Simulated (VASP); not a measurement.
Input of a VASP 6.6.1 run:

The input POSCAR:

```
Ag
1.0
    0.0000000000      2.0521781800      2.0521781800
    2.0521781800      0.0000000000      2.0521781800
    2.0521781800      2.0521781800      0.0000000000
Ag
1
Direct
    0.0000000000      0.0000000000      0.0000000000
```

The input INCAR.step1:

```
ALGO = Normal
EDIFF = 1E-4
ENCUT = 520
GGA = PE
ISMEAR = 0
LASPH = True
LCHARG = False
LREAL = False
LWAVE = True
NBANDS = 12
NELM = 60
PREC = Accurate
SIGMA = 0.1
```

The input INCAR.step2:

```
ALGO = Normal
EDIFF = 1E-7
ENCUT = 520
ISIF = 2
ISMEAR = 0
ISTART = 1
LASPH = True
LCHARG = False
LMIXTAU = True
LREAL = False
LWAVE = False
METAGGA = R2SCAN
NBANDS = 12
NELM = 60
PREC = Accurate
SIGMA = 0.1
```

The input KPOINTS:

```
k-points
0
Gamma
  18 18 18
```

Potentials or basis: VASP PAW PBE potentials, release 64 (Ag).

Launch:

```bash
$ cat potpaw_PBE.64/Ag/POTCAR > POTCAR
$ cp INCAR.step1 INCAR
$ mpirun -np 1 vasp_std > vasp.out
$ cp INCAR.step2 INCAR
$ mpirun -np 1 vasp_std > vasp.out
```

Estimate the band gap on the k mesh.

zero (an odd number of electrons rules out a gap without spin polarisation).

Estimate the pressure.

0.1 GPa.

Caveat: the PAW data sets were made with another functional, which shifts forces and pressure a little.
